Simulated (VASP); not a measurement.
# MgO (Fm-3m) in VASP: a series of runs, part 2 of 2

VASP 6.6.1.

### Step 4. Single point, PBEsol (volume scaled by 1.04)

Contents of INCAR:

```
SYSTEM = MgO
  ALGO = Normal
  EDIFF = 1E-6
  ENCUT = 520
  GGA = PS
  ISIF = 2
  ISMEAR = -1
  LASPH = .TRUE.
  LCHARG = .TRUE.
  LELF = .TRUE.
  LREAL = .FALSE.
  LVHAR = .TRUE.
  LWAVE = .FALSE.
  NBANDS = 11
  NELM = 60
  PREC = Accurate
  SIGMA = 0.05
```

Contents of KPOINTS:

```
k-points
0
G
  11 11 11
  0 0 0
```

Contents of POSCAR:

```
MgO
1.0
    0.0000000000      2.1245966808      2.1245966808
    2.1245966808      0.0000000000      2.1245966808
    2.1245966808      2.1245966808      0.0000000000
Mg O
1 1
Direct
    0.0000000000      0.0000000000      0.0000000000
    0.5000000000      0.5000000000      0.5000000000
```

Potentials or basis: VASP PAW PBE potentials, release 64 (Mg, O).

Launch:

```bash
$ cat potpaw_PBE.64/Mg/POTCAR potpaw_PBE.64/O/POTCAR > POTCAR
$ mpirun -np 1 vasp_std > vasp.out
```

OUTCAR:

```text
SYSTEM = MgO
   EDIFF = 1E-6
   ENCUT = 520
   GGA = PS
   ISIF = 2
   ISMEAR = -1
   LASPH = .TRUE.
   LREAL = .FALSE.
   NELM = 60
   PREC = Accurate

 ion  position               nearest neighbor table
   1  0.000  0.000  0.000-   2 2.12   2 2.12   2 2.12   2 2.12   2 2.12   2 2.12
   2  0.500  0.500  0.500-   1 2.12   1 2.12   1 2.12   1 2.12   1 2.12   1 2.12

  LATTYP: Found a face centered cubic cell.
 ALAT       =     4.2491933616

  Lattice vectors:

 A1 = (   0.0000000000,   2.1245966808,   2.1245966808)
 A2 = (   2.1245966808,   0.0000000000,   2.1245966808)
 A3 = (   2.1245966808,   2.1245966808,   0.0000000000)

Analysis of symmetry for initial positions (statically):
=====================================================================
 Subroutine PRICEL returns:
 Original cell was already a primitive cell.

 Routine SETGRP: Setting up the symmetry group for a
 face centered cubic supercell.

 Subroutine GETGRP returns: Found 48 space group operations
 (whereof 48 operations were pure point group operations)
 out of a pool of 48 trial point group operations.

The static configuration has the point symmetry O_h .

Analysis of symmetry for dynamics (positions and initial velocities):
=====================================================================
 Subroutine PRICEL returns:
 Original cell was already a primitive cell.

 Routine SETGRP: Setting up the symmetry group for a
 face centered cubic supercell.

 Subroutine GETGRP returns: Found 48 space group operations
 (whereof 48 operations were pure point group operations)
 out of a pool of 48 trial point group operations.

The dynamic configuration has the point symmetry O_h .

 Subroutine INISYM returns: Found 48 space group operations
 (whereof 48 operations are pure point group operations),
 and found     1 'primitive' translations

----------------------------------------------------------------------------------------
[... 118 lines left out ...]
   GGA     = PS    functional components
   LHFCALC =     F    Hartree Fock is set to
   AEXX    =    0.0000 exact exchange contribution
   IVDW    =     0    specifies the selected vdW correction
   LEPSILON=     F    determine dielectric tensor
   LRPA    =     F    only Hartree local field effects (RPA)
 non-spin polarized calculation
  energy-cutoff  :      520.00
  volume of cell :       19.18
 maximum number of plane-waves:       532
   NGX = 11   NGY = 11   NGZ = 11

 number of electron       8.0000004 magnetization

 Free energy of the ion-electron system (eV)
  ---------------------------------------------------
  ext. energy  EPLUGINS =         0.00000000
  ---------------------------------------------------
  free energy    TOTEN  =       -12.50595632 eV

  energy without entropy =      -12.50595632  energy(sigma->0) =      -12.50595632

 E-fermi :   3.9760     XC(G=0): -11.1837

 val. band max:        2.8725334605   @ k =   0.0000   0.0000   0.0000
 cond. band min:       7.2569028017   @ k =   0.0000   0.0000   0.0000
 fundamental gap:      4.3843693412
 Fermi energy:         3.9760106597

 k-point     1 :       0.0000    0.0000    0.0000
  band No.  band energies     occupation
      1     -14.1988      2.00000
      2       2.8725      2.00000
      3       2.8725      2.00000
      4       2.8725      2.00000
      5       7.2569      0.00000
      6      18.3582      0.00000
      7      18.3582      0.00000
      8      18.3582      0.00000
      9      22.1322      0.00000
     10      23.9851      0.00000
     11      23.9851      0.00000
[... 309 lines left out ...]
 k-point    24 :      -0.1818    0.1818    0.0000
  band No.  band energies     occupation
      1     -13.4371      2.00000
      2       0.0313      2.00000
      3       1.7754      2.00000
      4       2.5131      2.00000
      5      10.5625      0.00000
      6      14.6131      0.00000
      7      17.9379      0.00000
      8      20.4183      0.00000
      9      20.5334      0.00000
     10      23.6849      0.00000
     11      26.8097      0.00000

 [... further k-points ...]

------------------------ aborting loop because EDIFF is reached ----------------------------------------

  FORCE on cell =-STRESS in cart. coord.  units (eV):
  Direction    XX          YY          ZZ          XY          YZ          ZX
  --------------------------------------------------------------------------------------
  -------------------------------------------------------------------------------------
  Total       -0.5107341     -0.5107341     -0.5107341      0.0000000      0.0000000      0.0000000
  in kB      -42.6624626    -42.6624626    -42.6624626      0.0000000      0.0000000      0.0000000
  external PRESSURE =     -42.6624626 kB  Pullay stress =       0.0000000 kB

 VOLUME and BASIS-vectors are now :
 -----------------------------------------------------------------------------
  energy-cutoff  :      520.00
  volume of cell :       19.18
      direct lattice vectors                 reciprocal lattice vectors
     0.000000000  2.124596681  2.124596681    -0.235338784  0.235338784  0.235338784
     2.124596681  0.000000000  2.124596681     0.235338784 -0.235338784  0.235338784
     2.124596681  2.124596681  0.000000000     0.235338784  0.235338784 -0.235338784

 POSITION                                       TOTAL-FORCE (eV/Angst)
 -----------------------------------------------------------------------------------
      0.00000      0.00000      0.00000         0.000000      0.000000      0.000000
      2.12460      2.12460      2.12460        -0.000000     -0.000000     -0.000000
 -----------------------------------------------------------------------------------
    total drift:                               -0.000000     -0.000000      0.000000

  FREE ENERGIE OF THE ION-ELECTRON SYSTEM (eV)
  ---------------------------------------------------
  free  energy   TOTEN  =       -12.5059563197 eV

  energy  without entropy=      -12.5059563197  energy(sigma->0) =      -12.50595632
```

stdout:

```text
POSCAR found type information on POSCAR MgO
 POSCAR found :  2 types and       2 ions
 scaLAPACK will be used
 -----------------------------------------------------------------------------
|                                                                             |
|                                                                             |
|     You enforced a specific xc type in the INCAR file but a different       |
|     I HOPE YOU KNOW WHAT YOU ARE DOING!                                     |
|                                                                             |
 -----------------------------------------------------------------------------

 LDA part: xc-table for (Slater+PW92), standard interpolation
 POSCAR, INCAR and KPOINTS ok, starting setup
 FFT: planning ... GRIDC
 FFT: planning ... GRID_SOFT
 FFT: planning ... GRID
 WAVECAR not read
 entering main loop
```

Wall time 18 s (1 thread of Intel Xeon 8259CL, shared host); peak memory 0.15 GiB.

Results:

- Free energy: -12.5060 eV
- Pressure: -4.3 GPa
- Band gap on the k mesh: 4.38 eV, direct

Caveat: the PAW data sets were made with another functional, which shifts forces and pressure a little.

### Step 5. Single point, PBEsol (volume scaled by 1.06)

Contents of INCAR:

```
PREC     = Accurate       # precision mode
ENCUT    = 520            # plane-wave cutoff, eV
EDIFF    = 1E-6           # SCF threshold, eV
ISMEAR   = -1             # smearing method
SIGMA    = 0.05           # smearing width, eV
LREAL    = F              # projectors in reciprocal space
LASPH    = T              # aspherical terms in the spheres
NELM     = 80             # most SCF steps
ALGO     = Normal         # electronic algorithm
ISIF     = 2              # what is computed and relaxed
LWAVE    = F              # write WAVECAR
LCHARG   = T              # write CHGCAR
GGA      = PS             # functional
LELF     = T              # ELF
LVHAR    = T            
NBANDS   = 11             # bands
```

Contents of KPOINTS:

```
regular mesh
0
Gamma
  11 11 11
```

Contents of POSCAR:

```
MgO
1.0
    0.0000000000      2.1381295086      2.1381295086
    2.1381295086      0.0000000000      2.1381295086
    2.1381295086      2.1381295086      0.0000000000
Mg O
1 1
Direct
    0.0000000000      0.0000000000      0.0000000000
    0.5000000000      0.5000000000      0.5000000000
```

Potentials or basis: VASP PAW PBE potentials, release 64 (Mg, O).

Launch:

```bash
$ cat potpaw_PBE.64/Mg/POTCAR potpaw_PBE.64/O/POTCAR > POTCAR
$ mpirun -np 1 vasp_std > vasp.out
```

OUTCAR:

```text
PREC = Accurate
   ENCUT = 520
   EDIFF = 1E-6
   ISMEAR = -1
   LREAL = F
   LASPH = T
   NELM = 80
   ISIF = 2
   GGA = PS

 ion  position               nearest neighbor table
   1  0.000  0.000  0.000-   2 2.14   2 2.14   2 2.14   2 2.14   2 2.14   2 2.14
   2  0.500  0.500  0.500-   1 2.14   1 2.14   1 2.14   1 2.14   1 2.14   1 2.14

  LATTYP: Found a face centered cubic cell.
 ALAT       =     4.2762590172

  Lattice vectors:

 A1 = (   0.0000000000,   2.1381295086,   2.1381295086)
 A2 = (   2.1381295086,   0.0000000000,   2.1381295086)
 A3 = (   2.1381295086,   2.1381295086,   0.0000000000)

Analysis of symmetry for initial positions (statically):
=====================================================================
 Subroutine PRICEL returns:
 Original cell was already a primitive cell.

 Routine SETGRP: Setting up the symmetry group for a
 face centered cubic supercell.

 Subroutine GETGRP returns: Found 48 space group operations
 (whereof 48 operations were pure point group operations)
 out of a pool of 48 trial point group operations.

The static configuration has the point symmetry O_h .

Analysis of symmetry for dynamics (positions and initial velocities):
=====================================================================
 Subroutine PRICEL returns:
 Original cell was already a primitive cell.

 Routine SETGRP: Setting up the symmetry group for a
 face centered cubic supercell.

 Subroutine GETGRP returns: Found 48 space group operations
 (whereof 48 operations were pure point group operations)
 out of a pool of 48 trial point group operations.

The dynamic configuration has the point symmetry O_h .

 Subroutine INISYM returns: Found 48 space group operations
 (whereof 48 operations are pure point group operations),
 and found     1 'primitive' translations

----------------------------------------------------------------------------------------

                                     Primitive cell

  volume of cell :      19.5493

  direct lattice vectors                    reciprocal lattice vectors
     0.000000000  2.138129509  2.138129509    -0.233849258  0.233849258  0.233849258
     2.138129509  0.000000000  2.138129509     0.233849258 -0.233849258  0.233849258
     2.138129509  2.138129509  0.000000000     0.233849258  0.233849258 -0.233849258

  length of vectors
     3.023771749  3.023771749  3.023771749     0.405038797  0.405038797  0.405038797

  position of ions in fractional coordinates (direct lattice)
     0.000000000  0.000000000  0.000000000
     0.500000000  0.500000000  0.500000000

  ion indices of the primitive-cell ions
   primitive index   ion index
                 1           1
                 2           2

----------------------------------------------------------------------------------------

 KPOINTS: regular mesh

Automatic generation of k-mesh.
 Grid dimensions read from file:
 generate k-points for:   11   11   11

 Generating k-lattice:

  Cartesian coordinates                     Fractional coordinates (reciprocal lattice)
    -0.021259023  0.021259023  0.021259023     0.090909091  0.000000000  0.000000000
     0.021259023 -0.021259023  0.021259023     0.000000000  0.090909091  0.000000000
     0.021259023  0.021259023 -0.021259023     0.000000000  0.000000000  0.090909091

  Length of vectors
     0.036821709  0.036821709  0.036821709

  Shift w.r.t. Gamma in fractional coordinates (k-lattice)
     0.000000000  0.000000000  0.000000000

 Subroutine IBZKPT returns following result:
 ===========================================

 Found     56 irreducible k-points:

 Following reciprocal coordinates:
            Coordinates               Weight
  0.000000  0.000000  0.000000      1.000000
  0.090909  0.000000  0.000000      8.000000
  0.181818  0.000000  0.000000      8.000000
  0.272727  0.000000  0.000000      8.000000
  0.363636  0.000000  0.000000      8.000000
  0.454545  0.000000  0.000000      8.000000
[... 16 lines left out ...]
 -0.272727  0.181818  0.000000     24.000000
 -0.181818  0.181818  0.000000     12.000000
 [... further k-points ...]
   k-points           NKPTS =     56   k-points in BZ     NKDIM =     56   number of bands    NBANDS=     11
   number of dos      NEDOS =    301   number of ions     NIONS =      2
   total plane-waves  NPLWV =  13824
   dimension x,y,z NGX =    24 NGY =   24 NGZ =   24
   dimension x,y,z NGXF=    48 NGYF=   48 NGZF=   48
   ions per type =               1   1
   NGX,Y,Z   is equivalent  to a cutoff of  13.20, 13.20, 13.20 a.u.
   NGXF,Y,Z  is equivalent  to a cutoff of  26.39, 26.39, 26.39 a.u.
 SYSTEM =  unknown system
   PREC   = accura    normal or accurate (medium, high low for compatibility)
   ISTART =      0    job   : 0-new  1-cont  2-samecut
   ICHARG =      2    charge: 1-file 2-atom 10-const
   ISPIN  =      1    spin polarized calculation?
   LNONCOLLINEAR =      F non collinear calculations
   LSORBIT =      F    spin-orbit coupling
   LASPH  =      T    aspherical Exc in radial PAW
   ENCUT  =  520.0 eV  38.22 Ry    6.18 a.u.   5.62  5.62  5.62*2*pi/ulx,y,z
   NELM   =     80;   NELMIN=  2; NELMDL= -5     # of ELM steps
   EDIFF  = 0.1E-05   stopping-criterion for ELM
   LREAL  =      F    real-space projection
   EDIFFG = 0.1E-04   stopping-criterion for IOM
   NSW    =      0    number of steps for IOM
   IBRION =     -1    ionic relax: 0-MD 1-quasi-New 2-CG
   NFREE  =      0    steps in history (QN), initial steepest desc. (CG)
   ISIF   =      2    stress and relaxation
   ISYM   =      2    0-nonsym 1-usesym 2-fastsym
   POTIM  = 0.5000    time-step for ionic-motion
   TEBEG  =    0.0;   TEEND  =   0.0 temperature during run
   PSTRESS=    0.0 pullay stress
   NELECT =       8.0000    total number of electrons
   NUPDOWN=      -1.0000    fix difference up-down
   EMIN   =  10.00;   EMAX   =-10.00  energy-range for DOS
   EFERMI =   0.00;   METHOD = LEGACY
   ISMEAR =    -1;   SIGMA  =   0.05  broadening in eV -4-tet -1-fermi 0-gaus
   EFERMI_NEDOS =   21; number of points for ismear=-14 and -15
   IALGO  =     38    algorithm
   IMIX   =      4    mixing-type and parameters
     AMIX     =   0.40;   BMIX     =  1.00
     AMIX_MAG =   1.60;   BMIX_MAG =  1.00
  volume/ion in A,a.u.               =       9.77        65.96
  Fermi-wavevector in a.u.,A,eV,Ry     =   1.215423  2.296817 20.099252  1.477253
  Thomas-Fermi vector in A             =   2.350811
   LORBIT       =      0    0 simple, 1 ext, 2 COOP (PROOUT), +10 PAW based schemes
   GGA     = PS    functional components
   LHFCALC =     F    Hartree Fock is set to
   AEXX    =    0.0000 exact exchange contribution
   IVDW    =     0    specifies the selected vdW correction
   LEPSILON=     F    determine dielectric tensor
   LRPA    =     F    only Hartree local field effects (RPA)
 non-spin polarized calculation
  energy-cutoff  :      520.00
  volume of cell :       19.55
 maximum number of plane-waves:       537
   NGX = 11   NGY = 11   NGZ = 11

 number of electron       8.0000002 magnetization

 Free energy of the ion-electron system (eV)
  ---------------------------------------------------
  ext. energy  EPLUGINS =         0.00000000
  ---------------------------------------------------
  free energy    TOTEN  =       -12.49355696 eV

  energy without entropy =      -12.49355696  energy(sigma->0) =      -12.49355696

 E-fermi :   3.7641     XC(G=0): -11.0928

 val. band max:        2.7351017934   @ k =   0.0000   0.0000   0.0000
 cond. band min:       6.9439783646   @ k =   0.0000   0.0000   0.0000
 fundamental gap:      4.2088765712
 Fermi energy:         3.7641291261

 k-point     1 :       0.0000    0.0000    0.0000
  band No.  band energies     occupation
      1     -14.2416      2.00000
      2       2.7351      2.00000
      3       2.7351      2.00000
      4       2.7351      2.00000
      5       6.9440      0.00000
      6      18.1148      0.00000
      7      18.1148      0.00000
      8      18.1148      0.00000
      9      21.8399      0.00000
     10      23.6710      0.00000
     11      23.6710      0.00000
[... 309 lines left out ...]
 k-point    24 :      -0.1818    0.1818    0.0000
  band No.  band energies     occupation
      1     -13.5066      2.00000
      2      -0.0669      2.00000
      3       1.6631      2.00000
      4       2.3890      2.00000
      5      10.2473      0.00000
      6      14.3776      0.00000
      7      17.5960      0.00000
      8      20.0582      0.00000
      9      20.2621      0.00000
     10      23.3340      0.00000
     11      26.3493      0.00000

 [... further k-points ...]

------------------------ aborting loop because EDIFF is reached ----------------------------------------

  FORCE on cell =-STRESS in cart. coord.  units (eV):
  Direction    XX          YY          ZZ          XY          YZ          ZX
  --------------------------------------------------------------------------------------
  -------------------------------------------------------------------------------------
  Total       -0.8397875     -0.8397875     -0.8397875      0.0000000      0.0000000     -0.0000000
  in kB      -68.8252744    -68.8252744    -68.8252744      0.0000000      0.0000000     -0.0000000
  external PRESSURE =     -68.8252744 kB  Pullay stress =       0.0000000 kB

 VOLUME and BASIS-vectors are now :
 -----------------------------------------------------------------------------
  energy-cutoff  :      520.00
  volume of cell :       19.55
      direct lattice vectors                 reciprocal lattice vectors
     0.000000000  2.138129509  2.138129509    -0.233849258  0.233849258  0.233849258
     2.138129509  0.000000000  2.138129509     0.233849258 -0.233849258  0.233849258
     2.138129509  2.138129509  0.000000000     0.233849258  0.233849258 -0.233849258

 POSITION                                       TOTAL-FORCE (eV/Angst)
 -----------------------------------------------------------------------------------
      0.00000      0.00000      0.00000         0.000000      0.000000      0.000000
      2.13813      2.13813      2.13813        -0.000000     -0.000000     -0.000000
 -----------------------------------------------------------------------------------
    total drift:                               -0.000000     -0.000000      0.000000

  FREE ENERGIE OF THE ION-ELECTRON SYSTEM (eV)
  ---------------------------------------------------
  free  energy   TOTEN  =       -12.4935569631 eV

  energy  without entropy=      -12.4935569631  energy(sigma->0) =      -12.49355696
```

Wall time 20 s (1 thread of Intel Xeon 8259CL, shared host); peak memory 0.14 GiB.

What came out:

| Quantity | Value |
| --- | --- |
| Free energy | -12.4936 eV |
| Pressure | -6.9 GPa |
| Band gap on the k mesh | 4.21 eV, direct |

Caveat: the PAW data sets were made with another functional, which shifts forces and pressure a little.

### Step 6. Overview

| level | cell | gap on the mesh (eV) | pressure (GPa) |
| --- | --- | --- | --- |
| RPBE+D4 | a = 2.992 Å, angles 60.0°, 2 atoms | 4.69 | -0.9 |
| BLYP+D3(BJ) | a = 2.953 Å, angles 60.0°, 2 atoms | 5.27 | -0.7 |
| PBEsol | a = 3.005 Å, angles 60.0°, 2 atoms | 4.38 | -4.3 |
| PBEsol | a = 3.024 Å, angles 60.0°, 2 atoms | 4.21 | -6.9 |

Alike in all rows: task single point; potentials or basis VASP PAW PBE potentials, release 64 (Mg, O); no spin polarisation; k mesh 11 × 11 × 11; cutoff (eV) 520; smearing fermi-dirac 0.05 eV.

Caveats: the PAW data sets were made with another functional, which shifts forces and pressure a little.

Total energies depend on the potentials used, so only differences within one code and one set of settings carry meaning.
